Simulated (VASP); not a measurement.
# CdTe (Pm-3m) in VASP: further runs

Aim: see how the results for CdTe move with the level of theory and the settings. Levels: r2SCAN, HSE06, PBE-based screened hybrid with 5 % exact exchange, PBE-based screened hybrid with 50 % exact exchange. Tasks: single point.

Program: VASP 6.6.1. These are calculated values, not measurements. Logs are shortened: lines on timing, memory, paths and dates and some standing lists are left out, and cuts for length are marked.

## 1. The cell of the first run

The structure is cubic, space group Pm-3m (No. 221). Conventional cell: a = 3.761 Å, b = 3.761 Å, c = 3.761 Å, α = 90.00°, β = 90.00°, γ = 90.00°. Cd (site symmetry m-3m) has 8 Te at 3.26 Å and 6 Cd at 3.76 Å within 4.3 Å. Within 4.3 Å of Te (site symmetry m-3m) lie 8 Cd at 3.26 Å and 6 Te at 3.76 Å.

## 2. Single point, r2SCAN

File POSCAR:

```
CdTe
1.0
    3.7610753690      0.0000000000      0.0000000000
    0.0000000000      3.7610753690      0.0000000000
    0.0000000000      0.0000000000      3.7610753690
Cd Te
1 1
Direct
    0.0000000000      0.0000000000      0.0000000000
    0.5000000000      0.5000000000      0.5000000000
```

File INCAR.step1:

```
SYSTEM = CdTe
PREC = Accurate
ENCUT = 520
ISMEAR = -1
SIGMA = 0.02
LREAL = .FALSE.
LASPH = .TRUE.
NELM = 60
NBANDS = 16
GGA = PE
ALGO = Normal
EDIFF = 1E-4
LWAVE = .TRUE.
LCHARG = .FALSE.
```

File INCAR.step2:

```
SYSTEM = CdTe
PREC = Accurate
ENCUT = 520
EDIFF = 1E-6
ISMEAR = -1
SIGMA = 0.02
LREAL = .FALSE.
LASPH = .TRUE.
NELM = 60
ALGO = Normal
ISIF = 2
LWAVE = .FALSE.
LCHARG = .FALSE.
METAGGA = R2SCAN
LMIXTAU = .TRUE.
NBANDS = 16
ISTART = 1
```

File KPOINTS:

```
Automatic mesh
0
G
  6 6 6
  0 0 0
```

Potentials or basis: VASP PAW PBE potentials, release 64 (Cd, Te).

Launch:

```
$ cat potpaw_PBE.64/Cd/POTCAR potpaw_PBE.64/Te/POTCAR > POTCAR
$ cp INCAR.step1 INCAR
$ mpirun -np 1 vasp_std > vasp.out
$ cp INCAR.step2 INCAR
$ mpirun -np 1 vasp_std > vasp.out
```

OUTCAR:

```text
SYSTEM = CdTe
   PREC = Accurate
   ENCUT = 520
   EDIFF = 1E-6
   ISMEAR = -1
   LREAL = .FALSE.
   LASPH = .TRUE.
   NELM = 60
   ISIF = 2
   METAGGA = R2SCAN
   ISTART = 1

 ion  position               nearest neighbor table
   1  0.000  0.000  0.000-   2 3.26   2 3.26   2 3.26   2 3.26   2 3.26   2 3.26   2 3.26   2 3.26

   2  0.500  0.500  0.500-   1 3.26   1 3.26   1 3.26   1 3.26   1 3.26   1 3.26   1 3.26   1 3.26

  LATTYP: Found a simple cubic cell.
 ALAT       =     3.7610753690

  Lattice vectors:

 A1 = (   3.7610753690,   0.0000000000,   0.0000000000)
 A2 = (   0.0000000000,   3.7610753690,   0.0000000000)
 A3 = (   0.0000000000,   0.0000000000,   3.7610753690)

Analysis of symmetry for initial positions (statically):
=====================================================================
 Subroutine PRICEL returns:
 Original cell was already a primitive cell.

 Routine SETGRP: Setting up the symmetry group for a
 simple cubic supercell.

 Subroutine GETGRP returns: Found 48 space group operations
 (whereof 48 operations were pure point group operations)
 out of a pool of 48 trial point group operations.

The static configuration has the point symmetry O_h .

Analysis of symmetry for dynamics (positions and initial velocities):
=====================================================================
 Subroutine PRICEL returns:
 Original cell was already a primitive cell.

 Routine SETGRP: Setting up the symmetry group for a
 simple cubic supercell.

 Subroutine GETGRP returns: Found 48 space group operations
 (whereof 48 operations were pure point group operations)
 out of a pool of 48 trial point group operations.

The dynamic configuration has the point symmetry O_h .

 Subroutine INISYM returns: Found 48 space group operations
 (whereof 48 operations are pure point group operations),
 and found     1 'primitive' translations

----------------------------------------------------------------------------------------

                                     Primitive cell

  volume of cell :      53.2030

  direct lattice vectors                    reciprocal lattice vectors
     3.761075369  0.000000000  0.000000000     0.265881404  0.000000000  0.000000000
     0.000000000  3.761075369  0.000000000     0.000000000  0.265881404  0.000000000
     0.000000000  0.000000000  3.761075369     0.000000000  0.000000000  0.265881404

  length of vectors
     3.761075369  3.761075369  3.761075369     0.265881404  0.265881404  0.265881404

  position of ions in fractional coordinates (direct lattice)
     0.000000000  0.000000000  0.000000000
     0.500000000  0.500000000  0.500000000

  ion indices of the primitive-cell ions
   primitive index   ion index
                 1           1
                 2           2

----------------------------------------------------------------------------------------

 KPOINTS: Automatic mesh

Automatic generation of k-mesh.
 Grid dimensions read from file:
 generate k-points for:    6    6    6

 Generating k-lattice:

  Cartesian coordinates                     Fractional coordinates (reciprocal lattice)
     0.044313567  0.000000000  0.000000000     0.166666667  0.000000000  0.000000000
     0.000000000  0.044313567  0.000000000     0.000000000  0.166666667  0.000000000
     0.000000000  0.000000000  0.044313567     0.000000000  0.000000000  0.166666667

  Length of vectors
     0.044313567  0.044313567  0.044313567

  Shift w.r.t. Gamma in fractional coordinates (k-lattice)
     0.000000000  0.000000000  0.000000000

 Subroutine IBZKPT returns following result:
 ===========================================

 Found     20 irreducible k-points:

 Following reciprocal coordinates:
            Coordinates               Weight
  0.000000  0.000000  0.000000      1.000000
  0.166667  0.000000  0.000000      6.000000
  0.333333  0.000000  0.000000      6.000000
  0.500000  0.000000  0.000000      3.000000
  0.166667  0.166667  0.000000     12.000000
  0.333333  0.166667  0.000000     24.000000
[... 12 lines left out ...]
  0.500000  0.500000  0.333333      6.000000
  0.500000  0.500000  0.500000      1.000000
   k-points           NKPTS =     20   k-points in BZ     NKDIM =     20   number of bands    NBANDS=     16
   number of dos      NEDOS =    301   number of ions     NIONS =      2
   total plane-waves  NPLWV =  21952
   dimension x,y,z NGX =    28 NGY =   28 NGZ =   28
   dimension x,y,z NGXF=    56 NGYF=   56 NGZF=   56
   ions per type =               1   1
   NGX,Y,Z   is equivalent  to a cutoff of  12.38, 12.38, 12.38 a.u.
   NGXF,Y,Z  is equivalent  to a cutoff of  24.75, 24.75, 24.75 a.u.
 SYSTEM =  CdTe
   PREC   = accura    normal or accurate (medium, high low for compatibility)
   ISTART =      1    job   : 0-new  1-cont  2-samecut
   ICHARG =      0    charge: 1-file 2-atom 10-const
   ISPIN  =      1    spin polarized calculation?
   LNONCOLLINEAR =      F non collinear calculations
   LSORBIT =      F    spin-orbit coupling
   LASPH  =      T    aspherical Exc in radial PAW
   ENCUT  =  520.0 eV  38.22 Ry    6.18 a.u.   6.99  6.99  6.99*2*pi/ulx,y,z
   NELM   =     60;   NELMIN=  2; NELMDL=  0     # of ELM steps
   EDIFF  = 0.1E-05   stopping-criterion for ELM
   LREAL  =      F    real-space projection
   EDIFFG = 0.1E-04   stopping-criterion for IOM
   NSW    =      0    number of steps for IOM
   IBRION =     -1    ionic relax: 0-MD 1-quasi-New 2-CG
   NFREE  =      0    steps in history (QN), initial steepest desc. (CG)
   ISIF   =      2    stress and relaxation
   ISYM   =      2    0-nonsym 1-usesym 2-fastsym
   POTIM  = 0.5000    time-step for ionic-motion
   TEBEG  =    0.0;   TEEND  =   0.0 temperature during run
   PSTRESS=    0.0 pullay stress
   NELECT =      18.0000    total number of electrons
   NUPDOWN=      -1.0000    fix difference up-down
   EMIN   =  10.00;   EMAX   =-10.00  energy-range for DOS
   EFERMI =   0.00;   METHOD = LEGACY
   ISMEAR =    -1;   SIGMA  =   0.02  broadening in eV -4-tet -1-fermi 0-gaus
   EFERMI_NEDOS =   21; number of points for ismear=-14 and -15
   IALGO  =     38    algorithm
   IMIX   =      4    mixing-type and parameters
     AMIX     =   0.40;   BMIX     =  1.00
     AMIX_MAG =   1.60;   BMIX_MAG =  1.00
  volume/ion in A,a.u.               =      26.60       179.52
  Fermi-wavevector in a.u.,A,eV,Ry     =   1.140741  2.155687 17.705119  1.301290
  Thomas-Fermi vector in A             =   2.277442
   LORBIT       =      0    0 simple, 1 ext, 2 COOP (PROOUT), +10 PAW based schemes
   METAGGA = R2SCAN    functional components
   LHFCALC =     F    Hartree Fock is set to
   AEXX    =    0.0000 exact exchange contribution
   IVDW    =     0    specifies the selected vdW correction
   LEPSILON=     F    determine dielectric tensor
   LRPA    =     F    only Hartree local field effects (RPA)
 non-spin polarized calculation
  energy-cutoff  :      520.00
  volume of cell :       53.20
 maximum number of plane-waves:      1472
 NGX is ok and might be reduce to    28
   NGX = 13   NGY = 13   NGZ = 13

 number of electron      17.9999993 magnetization

 Free energy of the ion-electron system (eV)
  ---------------------------------------------------
  ext. energy  EPLUGINS =         0.00000000
  ---------------------------------------------------
  free energy    TOTEN  =       -45.41183586 eV

  energy without entropy =      -45.40722916  energy(sigma->0) =      -45.40953251

 E-fermi :   4.8566     XC(G=0): -10.6651

 val. band max:        4.8548050922   @ k =   0.5000   0.3333   0.3333
 cond. band min:       4.8608360488   @ k =   0.3333   0.1667   0.0000
 fundamental gap:      0.0060309566
 Fermi energy:         4.8566117662

 k-point     1 :       0.0000    0.0000    0.0000
  band No.  band energies     occupation
      1      -7.9140      2.00000
      2      -4.1751      2.00000
      3      -4.1751      2.00000
      4      -3.9121      2.00000
      5      -3.9121      2.00000
      6      -3.9121      2.00000
[... 8 lines left out ...]
     15      15.0189      0.00000
     16      18.1097      0.00000

 k-point     2 :       0.1667    0.0000    0.0000
  band No.  band energies     occupation
      1      -7.7031      2.00000
      2      -4.1680      2.00000
      3      -4.1322      2.00000
      4      -3.9510      2.00000
      5      -3.9510      2.00000
      6      -3.9098      2.00000
[... 8 lines left out ...]
     15      13.8184      0.00000
     16      17.0473      0.00000

 k-point     3 :       0.3333    0.0000    0.0000
  band No.  band energies     occupation
      1      -7.1878      2.00000
      2      -4.1539      2.00000
      3      -4.0665      2.00000
      4      -4.0261      2.00000
      5      -4.0261      2.00000
      6      -3.9052      2.00000
[... 8 lines left out ...]
     15      15.0179      0.00000
     16      15.8852      0.00000

 k-point     4 :       0.5000    0.0000    0.0000
  band No.  band energies     occupation
      1      -6.8521      2.00000
      2      -4.1468      2.00000
      3      -4.0624      2.00000
      4      -4.0624      2.00000
      5      -4.0611      2.00000
      6      -3.9028      2.00000
[... 8 lines left out ...]
     15      14.1318      0.00000
     16      18.4710      0.00000
[... 248 lines left out ...]
 k-point    18 :       0.5000    0.3333    0.3333
  band No.  band energies     occupation
      1      -5.9506      2.00000
      2      -4.2354      2.00000
      3      -4.1764      2.00000
      4      -3.8849      2.00000
      5      -3.8253      2.00000
      6      -3.7612      2.00000
[... 8 lines left out ...]
     15      17.8176      0.00000
     16      19.7138      0.00000

 k-point    19 :       0.5000    0.5000    0.3333
  band No.  band energies     occupation
      1      -5.6909      2.00000
      2      -4.2325      2.00000
      3      -4.2325      2.00000
      4      -3.9212      2.00000
      5      -3.8534      2.00000
      6      -3.7859      2.00000
[... 8 lines left out ...]
     15      20.7554      0.00000
     16      20.7554      0.00000

 k-point    20 :       0.5000    0.5000    0.5000
  band No.  band energies     occupation
      1      -5.2331      2.00000
      2      -4.3001      2.00000
      3      -4.3001      2.00000
      4      -4.3001      2.00000
      5      -3.7845      2.00000
      6      -3.7845      2.00000
[... 8 lines left out ...]
     15      22.3727      0.00000
     16      22.3895      0.00000

------------------------ aborting loop because EDIFF is reached ----------------------------------------

  FORCE on cell =-STRESS in cart. coord.  units (eV):
  Direction    XX          YY          ZZ          XY          YZ          ZX
  --------------------------------------------------------------------------------------
  -------------------------------------------------------------------------------------
  Total        0.0538585      0.0538585      0.0538585      0.0000000      0.0000000     -0.0000000
  in kB        1.6219163      1.6219163      1.6219163      0.0000000      0.0000000     -0.0000000
  external PRESSURE =       1.6219163 kB  Pullay stress =       0.0000000 kB

 VOLUME and BASIS-vectors are now :
 -----------------------------------------------------------------------------
  energy-cutoff  :      520.00
  volume of cell :       53.20
      direct lattice vectors                 reciprocal lattice vectors
     3.761075369  0.000000000  0.000000000     0.265881404  0.000000000  0.000000000
     0.000000000  3.761075369  0.000000000     0.000000000  0.265881404  0.000000000
     0.000000000  0.000000000  3.761075369     0.000000000  0.000000000  0.265881404

 POSITION                                       TOTAL-FORCE (eV/Angst)
 -----------------------------------------------------------------------------------
      0.00000      0.00000      0.00000         0.000000      0.000000      0.000000
      1.88054      1.88054      1.88054         0.000000      0.000000      0.000000
 -----------------------------------------------------------------------------------
    total drift:                               -0.000000      0.000000     -0.000000

  FREE ENERGIE OF THE ION-ELECTRON SYSTEM (eV)
  ---------------------------------------------------
  free  energy   TOTEN  =       -45.4118358635 eV

  energy  without entropy=      -45.4072291608  energy(sigma->0) =      -45.40953251
```

Wall time 26 s (1 thread of Intel Xeon 6975P-C (Granite Rapids), shared host); peak memory 0.17 GiB.

Results:

| Property | Result |
| --- | --- |
| Free energy | -45.4118 eV |
| Pressure | 0.2 GPa |
| Band gap on the k mesh | zero (bands 9 and 10 overlap by 1.11 eV) |

Levels at points of the mesh, in eV from the Fermi level:
| k point | band 7 | band 8 | band 9 | band 10 | band 11 | band 12 |
| --- | --- | --- | --- | --- | --- | --- |
| (0.00, 0.00, 0.00) | -1.11 | -1.11 | -1.11 | -0.74 | 5.27 | 5.27 |
| (0.50, 0.00, 0.00) | -6.17 | 0.29 | 0.29 | 3.39 | 3.79 | 5.70 |
| (0.50, 0.50, 0.00) | -4.50 | -4.50 | -1.90 | 0.61 | 7.09 | 7.09 |
| (0.50, 0.50, 0.50) | -2.46 | -2.46 | -2.46 | 0.64 | 1.14 | 1.14 |

Caveat: the PAW data sets were made with another functional, which shifts forces and pressure a little; spin-orbit coupling is left out, which moves the levels of the heavy elements.

(Continued in part 2 of 3.)
